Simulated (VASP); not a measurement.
Wanted: the native input for a VASP 6.6.1 run.

- Task: single point
- Functional: PBE
- Dispersion: D3(BJ)
- Potentials or basis: VASP PAW PBE potentials, release 64 (C, O)
- Cutoff: 700 eV
- k mesh: 2 × 2 × 2, shifted
- Occupations: gaussian, width 0.1 eV
- Spin: no spin polarisation
- Dipole correction: no
- Further INCAR settings: LREAL = Auto; ALGO = Normal; EDIFF = 1e-06; NBANDS = 54; ISYM = -1

The structure of CO lies in POSCAR:

```
CO
1.0
   -5.6300000000      5.6300000000      0.0000000000
    0.0000000000      5.6300000000     -5.6300000000
   -5.6300000000      0.0000000000     -5.6300000000
C O
8 8
Direct
    0.9790000000      0.9790000000      0.0630000000
    0.4790000000      0.4790000000      0.5630000000
    0.4790000000      0.5630000000      0.9790000000
    0.9790000000      0.0630000000      0.4790000000
    0.5630000000      0.9790000000      0.9790000000
    0.0630000000      0.4790000000      0.4790000000
    0.9790000000      0.4790000000      0.9790000000
    0.4790000000      0.9790000000      0.4790000000
    0.5335000000      0.5335000000      0.3995000000
    0.0335000000      0.0335000000      0.8995000000
    0.0335000000      0.8995000000      0.5335000000
    0.5335000000      0.3995000000      0.0335000000
    0.8995000000      0.5335000000      0.5335000000
    0.3995000000      0.0335000000      0.0335000000
    0.5335000000      0.0335000000      0.5335000000
    0.0335000000      0.5335000000      0.0335000000
```

One way to write it, as run:

INCAR

```
ALGO     = Normal         # electronic algorithm
EDIFF    = 1E-6           # SCF threshold, eV
ENCUT    = 700            # plane-wave cutoff, eV
GGA      = PE             # functional
GGA_COMPAT= F            
ISIF     = 2              # what is computed and relaxed
ISMEAR   = 0              # smearing method
ISYM     = -1           
IVDW     = 12             # dispersion correction
LASPH    = T              # aspherical terms in the spheres
LCHARG   = F              # write CHGCAR
LREAL    = Auto         
LWAVE    = F              # write WAVECAR
NBANDS   = 54             # bands
NELM     = 120            # most SCF steps
PREC     = Accurate       # precision mode
SIGMA    = 0.1            # smearing width, eV
```

KPOINTS

```
explicit points
4
Reciprocal
  0.25000000   0.25000000   0.25000000 2
  0.25000000   0.25000000   0.75000000 2
  0.25000000   0.75000000   0.25000000 2
  0.25000000   0.75000000   0.75000000 2
```

Potentials or basis: VASP PAW PBE potentials, release 64 (C, O).

Launch:

```console
$ cat potpaw_PBE.64/C/POTCAR potpaw_PBE.64/O/POTCAR > POTCAR
$ mpirun -np 1 vasp_std > vasp.out
```

Results of the run:

- Pressure: 15.0 GPa
- Largest force: 12.050 eV/Å
- Band gap on the k mesh: 6.47 eV
- Dispersion energy per atom: -0.061 eV

Caveat: the cell stands under pressure; a shifted mesh leaves out Γ, where band edges can lie; forces of over 1 eV/Å act on the atoms, so gaps and moduli don't describe the material at rest.

Run time: 2.9 min on 1 thread of Intel(R) Xeon(R) Platinum 8488C (Sapphire Rapids), on a shared host, peak memory 0.65 GiB.
